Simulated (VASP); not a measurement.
# PbSe (P6_3/mmc) in VASP: further runs

The runs below take PbSe through single point, with PBE+D3(BJ), PBEsol, LDA.

All numbers are computed with VASP 6.6.1; they aren't measurements. Logs are shortened: lines on timing, memory, paths and dates and some standing lists are left out, and cuts for length are marked.

### 1 The cell of the first run

The structure is hexagonal, space group P6_3/mmc (No. 194). Conventional cell: a = 4.271 Å, b = 4.271 Å, c = 7.644 Å, α = 90.00°, β = 90.00°, γ = 120.00°. Within 4.1 Å of Pb (site symmetry -6m2) lie 6 Se at 3.12 Å. Se (site symmetry -3m) has 6 Pb at 3.12 Å and 2 Se at 3.82 Å within 4.1 Å.

### 2 Single point, PBE+D3(BJ)

Contents of INCAR:

```
PREC = Accurate ; ENCUT = 520
EDIFF = 1E-7 ; ISMEAR = 0
SIGMA = 0.05 ; LREAL = False
LASPH = True ; NELM = 100
ALGO = Normal ; ISIF = 2
LWAVE = False ; LCHARG = False
GGA = PE ; IVDW = 12
NBANDS = 28
```

Contents of KPOINTS:

```
regular mesh
0
Gamma
  8 8 6
```

Contents of POSCAR:

```
PbSe
1.0
    4.2709919997      0.0000000000      0.0000000000
   -2.1354959999      3.6987875711      0.0000000000
    0.0000000000      0.0000000000      7.6440140151
Pb Se
2 2
Direct
    0.3333333333      0.6666666667      0.2500000000
    0.6666666667      0.3333333333      0.7500000000
    0.0000000000      0.0000000000      0.0000000000
    0.0000000000      0.0000000000      0.5000000000
```

Potentials or basis: VASP PAW PBE potentials, release 64 (Pb_d, Se).

Run with:

```
> cat potpaw_PBE.64/Pb_d/POTCAR potpaw_PBE.64/Se/POTCAR > POTCAR
> mpirun -np 1 vasp_std > vasp.out
```

OUTCAR:

```text
PREC = Accurate
   ENCUT = 520
   EDIFF = 1E-7
   ISMEAR = 0
   LREAL = False
   LASPH = True
   NELM = 100
   ISIF = 2
   GGA = PE
   IVDW = 12
 IVDW          = 12

 ion  position               nearest neighbor table
   1  0.333  0.667  0.250-   3 3.12   4 3.12   3 3.12   4 3.12   3 3.12   4 3.12
   2  0.667  0.333  0.750-   3 3.12   4 3.12   3 3.12   4 3.12   3 3.12   4 3.12
   3  0.000  0.000  0.000-   1 3.12   2 3.12   2 3.12   1 3.12   2 3.12   1 3.12
   4  0.000  0.000  0.500-   1 3.12   2 3.12   2 3.12   1 3.12   2 3.12   1 3.12

  LATTYP: Found a hexagonal cell.
 ALAT       =     4.2709919997
 C/A-ratio  =     1.7897514244

  Lattice vectors:

 A1 = (   4.2709919997,   0.0000000000,   0.0000000000)
 A2 = (  -2.1354959999,   3.6987875711,   0.0000000000)
 A3 = (   0.0000000000,   0.0000000000,   7.6440140151)

Analysis of symmetry for initial positions (statically):
=====================================================================
 Subroutine PRICEL returns:
 Original cell was already a primitive cell.

 Routine SETGRP: Setting up the symmetry group for a
 hexagonal supercell.

 Subroutine GETGRP returns: Found 24 space group operations
 (whereof 12 operations were pure point group operations)
 out of a pool of 24 trial point group operations.

The static configuration has the point symmetry D_3d.
 The point group associated with its full space group is D_6h.

Analysis of symmetry for dynamics (positions and initial velocities):
=====================================================================
 Subroutine PRICEL returns:
 Original cell was already a primitive cell.

 Routine SETGRP: Setting up the symmetry group for a
 hexagonal supercell.

 Subroutine GETGRP returns: Found 24 space group operations
 (whereof 12 operations were pure point group operations)
 out of a pool of 24 trial point group operations.

The dynamic configuration has the point symmetry D_3d.
 The point group associated with its full space group is D_6h.

 Subroutine INISYM returns: Found 24 space group operations
 (whereof 12 operations are pure point group operations),
 and found     1 'primitive' translations

----------------------------------------------------------------------------------------

                                     Primitive cell

  volume of cell :     120.7563

  direct lattice vectors                    reciprocal lattice vectors
     4.270992000  0.000000000  0.000000000     0.234137643  0.135179431  0.000000000
    -2.135496000  3.698787571  0.000000000     0.000000000  0.270358862  0.000000000
     0.000000000  0.000000000  7.644014015     0.000000000  0.000000000  0.130821320

  length of vectors
     4.270992000  4.270992000  7.644014015     0.270358862  0.270358862  0.130821320

  position of ions in fractional coordinates (direct lattice)
     0.333333333  0.666666667  0.250000000
     0.666666667  0.333333333  0.750000000
     0.000000000  0.000000000  0.000000000
     0.000000000  0.000000000  0.500000000

  ion indices of the primitive-cell ions
   primitive index   ion index
                 1           1
                 2           2
                 3           3
                 4           4

----------------------------------------------------------------------------------------

 KPOINTS: regular mesh

Automatic generation of k-mesh.
 Grid dimensions read from file:
 generate k-points for:    8    8    6

 Generating k-lattice:

  Cartesian coordinates                     Fractional coordinates (reciprocal lattice)
     0.029267205  0.016897429  0.000000000     0.125000000 -0.000000000  0.000000000
     0.000000000  0.033794858  0.000000000     0.000000000  0.125000000  0.000000000
     0.000000000  0.000000000  0.021803553     0.000000000  0.000000000  0.166666667

  Length of vectors
     0.033794858  0.033794858  0.021803553

  Shift w.r.t. Gamma in fractional coordinates (k-lattice)
     0.000000000  0.000000000  0.000000000

 Subroutine IBZKPT returns following result:
 ===========================================

 Found     40 irreducible k-points:

 Following reciprocal coordinates:
            Coordinates               Weight
  0.000000  0.000000  0.000000      1.000000
  0.125000  0.000000  0.000000      6.000000
  0.250000  0.000000  0.000000      6.000000
  0.375000  0.000000  0.000000      6.000000
  0.500000  0.000000  0.000000      3.000000
  0.125000  0.125000  0.000000      6.000000
[... 16 lines left out ...]
  0.250000  0.000000  0.333333     12.000000
  0.375000  0.000000  0.333333     12.000000
 [... further k-points ...]
   k-points           NKPTS =     40   k-points in BZ     NKDIM =     40   number of bands    NBANDS=     28
   number of dos      NEDOS =    301   number of ions     NIONS =      4
   total plane-waves  NPLWV =  61440
   dimension x,y,z NGX =    32 NGY =   32 NGZ =   60
   dimension x,y,z NGXF=    64 NGYF=   64 NGZF=  120
   ions per type =               2   2
   NGX,Y,Z   is equivalent  to a cutoff of  12.46, 12.46, 13.05 a.u.
   NGXF,Y,Z  is equivalent  to a cutoff of  24.91, 24.91, 26.10 a.u.
 SYSTEM =  unknown system
   PREC   = accura    normal or accurate (medium, high low for compatibility)
   ISTART =      0    job   : 0-new  1-cont  2-samecut
   ICHARG =      2    charge: 1-file 2-atom 10-const
   ISPIN  =      1    spin polarized calculation?
   LNONCOLLINEAR =      F non collinear calculations
   LSORBIT =      F    spin-orbit coupling
   LASPH  =      T    aspherical Exc in radial PAW
   ENCUT  =  520.0 eV  38.22 Ry    6.18 a.u.   7.94  7.94 14.21*2*pi/ulx,y,z
   NELM   =    100;   NELMIN=  2; NELMDL= -5     # of ELM steps
   EDIFF  = 0.1E-06   stopping-criterion for ELM
   LREAL  =      F    real-space projection
   EDIFFG = 0.1E-05   stopping-criterion for IOM
   NSW    =      0    number of steps for IOM
   IBRION =     -1    ionic relax: 0-MD 1-quasi-New 2-CG
   NFREE  =      0    steps in history (QN), initial steepest desc. (CG)
   ISIF   =      2    stress and relaxation
   ISYM   =      2    0-nonsym 1-usesym 2-fastsym
   POTIM  = 0.5000    time-step for ionic-motion
   TEBEG  =    0.0;   TEEND  =   0.0 temperature during run
   PSTRESS=    0.0 pullay stress
   NELECT =      40.0000    total number of electrons
   NUPDOWN=      -1.0000    fix difference up-down
   EMIN   =  10.00;   EMAX   =-10.00  energy-range for DOS
   EFERMI =   0.00;   METHOD = LEGACY
   ISMEAR =     0;   SIGMA  =   0.05  broadening in eV -4-tet -1-fermi 0-gaus
   EFERMI_NEDOS =   21; number of points for ismear=-14 and -15
   IALGO  =     38    algorithm
   IMIX   =      4    mixing-type and parameters
     AMIX     =   0.40;   BMIX     =  1.00
     AMIX_MAG =   1.60;   BMIX_MAG =  1.00
  volume/ion in A,a.u.               =      30.19       203.73
  Fermi-wavevector in a.u.,A,eV,Ry     =   1.132726  2.140542 17.457209  1.283069
  Thomas-Fermi vector in A             =   2.269428
   LORBIT       =      0    0 simple, 1 ext, 2 COOP (PROOUT), +10 PAW based schemes
   GGA     = PE    functional components
   LHFCALC =     F    Hartree Fock is set to
   AEXX    =    0.0000 exact exchange contribution
   IVDW    =    12    specifies the selected vdW correction
   LEPSILON=     F    determine dielectric tensor
   LRPA    =     F    only Hartree local field effects (RPA)
 non-spin polarized calculation
 Gauss-broadening in eV      SIGMA  =   0.05
  energy-cutoff  :      520.00
  volume of cell :      120.76
 maximum number of plane-waves:      3270
 NGX is ok and might be reduce to    32
   NGX = 15   NGY = 15   NGZ = 29

 number of electron      40.0000007 magnetization

 Free energy of the ion-electron system (eV)
  ---------------------------------------------------
  ext. energy  EPLUGINS =         0.00000000
  ---------------------------------------------------
  free energy    TOTEN  =       -16.05802334 eV

  energy without entropy =      -16.05802057  energy(sigma->0) =      -16.05802195

 E-fermi :   4.3920     XC(G=0):  -9.2845

 val. band max:        4.2915862826   @ k =   0.0000   0.0000   0.0000
 cond. band min:       4.5041397437   @ k =   0.5000   0.0000   0.0000
 fundamental gap:      0.2125534611
 Fermi energy:         4.3920112931

 k-point     1 :       0.0000    0.0000    0.0000
  band No.  band energies     occupation
      1     -12.3609      2.00000
      2     -12.3609      2.00000
      3     -12.3553      2.00000
      4     -12.3553      2.00000
      5     -12.3219      2.00000
      6     -12.3146      2.00000
[... 20 lines left out ...]
     27       9.6689      0.00000
     28      11.3723      0.00000

 k-point     2 :       0.1250    0.0000    0.0000
  band No.  band energies     occupation
      1     -12.3643      2.00000
      2     -12.3565      2.00000
      3     -12.3547      2.00000
      4     -12.3497      2.00000
      5     -12.3193      2.00000
      6     -12.3184      2.00000
[... 20 lines left out ...]
     27       9.9309      0.00000
     28      11.0628      0.00000

 k-point     3 :       0.2500    0.0000    0.0000
  band No.  band energies     occupation
      1     -12.3734      2.00000
      2     -12.3597      2.00000
      3     -12.3442      2.00000
      4     -12.3398      2.00000
      5     -12.3359      2.00000
      6     -12.3208      2.00000
[... 20 lines left out ...]
     27      10.3637      0.00000
     28      11.7723      0.00000

 k-point     4 :       0.3750    0.0000    0.0000
  band No.  band energies     occupation
      1     -12.3830      2.00000
      2     -12.3693      2.00000
      3     -12.3634      2.00000
      4     -12.3258      2.00000
      5     -12.3248      2.00000
      6     -12.3220      2.00000
[... 578 lines left out ...]
     27      10.9770      0.00000
     28      11.5474      0.00000

 k-point    23 :       0.2500    0.0000    0.3333
  band No.  band energies     occupation
      1     -12.3718      2.00000
      2     -12.3659      2.00000
      3     -12.3395      2.00000
      4     -12.3374      2.00000
      5     -12.3370      2.00000
      6     -12.3255      2.00000
[... 20 lines left out ...]
     27      10.9280      0.00000
     28      11.3212      0.00000

 k-point    24 :       0.3750    0.0000    0.3333
  band No.  band energies     occupation
      1     -12.3809      2.00000
      2     -12.3756      2.00000
      3     -12.3529      2.00000
      4     -12.3354      2.00000
      5     -12.3249      2.00000
      6     -12.3231      2.00000
[... 20 lines left out ...]
     27      10.6217      0.00000
     28      11.6831      0.00000

 [... further k-points ...]

------------------------ aborting loop because EDIFF is reached ----------------------------------------

 Edisp (eV)   -1.39359

 E8    (eV) :    -0.6500

  FORCE on cell =-STRESS in cart. coord.  units (eV):
  Direction    XX          YY          ZZ          XY          YZ          ZX
  --------------------------------------------------------------------------------------
  -------------------------------------------------------------------------------------
  Total      -1.39526    -1.39526    -1.31027     0.00000     0.00000     0.00000
  in kB     -18.51207   -18.51207   -17.38451     0.00000     0.00000     0.00000
  external pressure =      -18.14 kB  Pullay stress =        0.00 kB

 VOLUME and BASIS-vectors are now :
 -----------------------------------------------------------------------------
  energy-cutoff  :      520.00
  volume of cell :      120.76
      direct lattice vectors                 reciprocal lattice vectors
     4.270992000  0.000000000  0.000000000     0.234137643  0.135179431  0.000000000
    -2.135496000  3.698787571  0.000000000     0.000000000  0.270358862  0.000000000
     0.000000000  0.000000000  7.644014015     0.000000000  0.000000000  0.130821320

 POSITION                                       TOTAL-FORCE (eV/Angst)
 -----------------------------------------------------------------------------------
     -0.00000      2.46586      1.91100        -0.000000     -0.000000      0.000000
      2.13550      1.23293      5.73301        -0.000000      0.000000      0.000000
      0.00000      0.00000      0.00000         0.000000      0.000000      0.000000
      0.00000      0.00000      3.82201         0.000000      0.000000      0.000000
 -----------------------------------------------------------------------------------
    total drift:                               -0.000000      0.000000      0.000000

  FREE ENERGIE OF THE ION-ELECTRON SYSTEM (eV)
  ---------------------------------------------------
  free  energy   TOTEN  =       -17.4516109589 eV

  energy  without entropy=      -17.4516081973  energy(sigma->0) =      -17.45160958
```

Wall time 2.7 min (1 thread of Intel Xeon 8259CL, shared host); peak memory 0.32 GiB.

What came out:

| Property | Result |
| --- | --- |
| Free energy | -17.4516 eV |
| Pressure | -1.8 GPa |
| Band gap on the k mesh | 0.21 eV (least direct gap 0.27 eV) |
| Dispersion energy per atom | -0.348 eV |

Caveat: three body term missing; spin-orbit coupling is left out, which moves the levels of the heavy elements. A k mesh can miss the band edges.

### 3 Single point, PBEsol

Contents of INCAR:

```
SYSTEM = PbSe
PREC = Accurate
ENCUT = 520
EDIFF = 1E-6
ISMEAR = 0
SIGMA = 0.05
LREAL = .False.
LASPH = .True.
NELM = 60
ALGO = Normal
ISIF = 2
LWAVE = .False.
LCHARG = .True.
GGA = PS
LELF = .True.
LVHAR = .True.
NBANDS = 28
```

Contents of KPOINTS:

```
Automatic mesh
0
Gamma
  8 8 6
  0 0 0
```

POSCAR is that of step 2.

Potentials or basis: VASP PAW PBE potentials, release 64 (Pb_d, Se).

Run with:

```
> cat potpaw_PBE.64/Pb_d/POTCAR potpaw_PBE.64/Se/POTCAR > POTCAR
> mpirun -np 1 vasp_std > vasp.out
```

Wall time 2.1 min (1 thread of Intel Xeon 8259CL, shared host); peak memory 0.31 GiB.

The run converged. Its results:

- Free energy: -17.4438 eV
- Pressure: -2.6 GPa
- Band gap on the k mesh: 0.13 eV (least direct gap 0.19 eV)

Stress tensor (GPa, compression positive):
```
-2.54  0.00  0.00
 0.00 -2.54  0.00
 0.00  0.00 -2.81
```

Levels at points of the mesh, in eV from the valence-band top:
```tsv
k point	band 18	band 19	band 20	band 21	band 22	band 23
(0.00, 0.00, 0.00)	-0.62	-0.62	0.00	1.16	2.38	2.38
(0.50, 0.00, 0.00)	-0.98	-0.40	-0.05	0.13	1.68	1.96
(0.00, 0.00, 0.50)	-1.03	-1.03	-1.03	3.09	3.09	3.34
(0.50, 0.00, 0.50)	-1.91	-1.88	-1.88	2.25	2.25	3.68
```

Caveat: the PAW data sets were made with another functional, which shifts forces and pressure a little; spin-orbit coupling is left out, which moves the levels of the heavy elements.

### 4 Single point, LDA

Contents of INCAR:

```
SYSTEM = PbSe
  ALGO = Normal
  EDIFF = 1E-7
  ENCUT = 520
  GGA = CA
  ISIF = 2
  ISMEAR = 0
  LASPH = .TRUE.
  LCHARG = .FALSE.
  LREAL = .FALSE.
  LWAVE = .FALSE.
  NBANDS = 28
  NELM = 100
  PREC = Accurate
  SIGMA = 0.05
```

Contents of KPOINTS:

```
k-points
0
G
  8 8 6
  0 0 0
```

POSCAR is that of step 3.

Potentials or basis: VASP PAW LDA potentials, release 64 (Pb_d, Se).

Run with:

```
> cat potpaw_LDA.64/Pb_d/POTCAR potpaw_LDA.64/Se/POTCAR > POTCAR
> mpirun -np 1 vasp_std > vasp.out
```

OUTCAR:

```text
SYSTEM = PbSe
   EDIFF = 1E-7
   ENCUT = 520
   GGA = CA
   ISIF = 2
   ISMEAR = 0
   LASPH = .TRUE.
   LREAL = .FALSE.
   NELM = 100
   PREC = Accurate

 ion  position               nearest neighbor table
   1  0.333  0.667  0.250-   3 3.12   4 3.12   3 3.12   4 3.12   3 3.12   4 3.12
   2  0.667  0.333  0.750-   3 3.12   4 3.12   3 3.12   4 3.12   3 3.12   4 3.12
   3  0.000  0.000  0.000-   1 3.12   2 3.12   2 3.12   1 3.12   2 3.12   1 3.12
   4  0.000  0.000  0.500-   1 3.12   2 3.12   2 3.12   1 3.12   2 3.12   1 3.12

  LATTYP: Found a hexagonal cell.
 ALAT       =     4.2709919997
 C/A-ratio  =     1.7897514244

  Lattice vectors:

 A1 = (   4.2709919997,   0.0000000000,   0.0000000000)
 A2 = (  -2.1354959999,   3.6987875711,   0.0000000000)
 A3 = (   0.0000000000,   0.0000000000,   7.6440140151)

Analysis of symmetry for initial positions (statically):
=====================================================================
 Subroutine PRICEL returns:
 Original cell was already a primitive cell.

 Routine SETGRP: Setting up the symmetry group for a
[... 173 lines left out ...]
  energy without entropy =      -18.43975586  energy(sigma->0) =      -18.43981970

 E-fermi :   4.1559     XC(G=0):  -9.6068

 val. band max:        4.1219423148   @ k =   0.0000   0.0000   0.0000
 cond. band min:       4.2096929948   @ k =   0.5000   0.0000   0.0000
 fundamental gap:      0.0877506801
 Fermi energy:         4.1559091243

 k-point     1 :       0.0000    0.0000    0.0000
  band No.  band energies     occupation
      1     -12.4634      2.00000
      2     -12.4634      2.00000
      3     -12.4578      2.00000
      4     -12.4578      2.00000
      5     -12.4253      2.00000
      6     -12.4177      2.00000
[... 733 lines left out ...]
     27      10.3829      0.00000
     28      11.4358      0.00000

 [... further k-points ...]

------------------------ aborting loop because EDIFF is reached ----------------------------------------

  FORCE on cell =-STRESS in cart. coord.  units (eV):
  Direction    XX          YY          ZZ          XY          YZ          ZX
  --------------------------------------------------------------------------------------
  -------------------------------------------------------------------------------------
  Total       -2.9036812     -2.9036812     -3.2514056      0.0000000      0.0000000      0.0000000
  in kB      -38.5256425    -38.5256425    -43.1392024      0.0000000      0.0000000      0.0000000
  external PRESSURE =     -40.0634958 kB  Pullay stress =       0.0000000 kB

 VOLUME and BASIS-vectors are now :
 -----------------------------------------------------------------------------
  energy-cutoff  :      520.00
  volume of cell :      120.76
      direct lattice vectors                 reciprocal lattice vectors
     4.270992000  0.000000000  0.000000000     0.234137643  0.135179431  0.000000000
    -2.135496000  3.698787571  0.000000000     0.000000000  0.270358862  0.000000000
     0.000000000  0.000000000  7.644014015     0.000000000  0.000000000  0.130821320

 POSITION                                       TOTAL-FORCE (eV/Angst)
 -----------------------------------------------------------------------------------
     -0.00000      2.46586      1.91100         0.000000     -0.000000      0.000000
      2.13550      1.23293      5.73301        -0.000000      0.000000     -0.000000
      0.00000      0.00000      0.00000        -0.000000      0.000000      0.000000
      0.00000      0.00000      3.82201        -0.000000      0.000000      0.000000
 -----------------------------------------------------------------------------------
    total drift:                               -0.000000      0.000000      0.000000

  FREE ENERGIE OF THE ION-ELECTRON SYSTEM (eV)
  ---------------------------------------------------
  free  energy   TOTEN  =       -18.4398835455 eV

  energy  without entropy=      -18.4397558600  energy(sigma->0) =      -18.43981970
```

It took 2.6 min on 1 thread of Intel Xeon 8259CL, shared host; peak memory 0.27 GiB.

Results:

- Free energy: -18.4399 eV
- Pressure: -4.0 GPa
- Band gap on the k mesh: 0.09 eV (least direct gap 0.14 eV)

Stress tensor (GPa, compression positive):
```
-3.85  0.00  0.00
 0.00 -3.85  0.00
 0.00  0.00 -4.31
```

Caveat: the cell stands under tension; spin-orbit coupling is left out, which moves the levels of the heavy elements. A k mesh can miss the band edges.

### 5 Overview

```tsv
level	potentials or basis	gap on the mesh (eV)	pressure (GPa)
PBE+D3(BJ)	VASP PAW PBE potentials, release 64 (Pb_d, Se)	0.21	-1.8
PBEsol	VASP PAW PBE potentials, release 64 (Pb_d, Se)	0.13	-2.6
LDA	VASP PAW LDA potentials, release 64 (Pb_d, Se)	0.09	-4.0
```

Alike in all rows: task single point; no spin polarisation; cell as given; k mesh 8 × 8 × 6; cutoff (eV) 520; smearing gaussian 0.05 eV.

Caveats: spin-orbit coupling is left out, which moves the levels of the heavy elements; three body term missing (at least some runs); the PAW data sets were made with another functional, which shifts forces and pressure a little (at least some runs); the cell stands under tension (at least some runs).

Absolute energies hang on the potentials; compare differences alone.
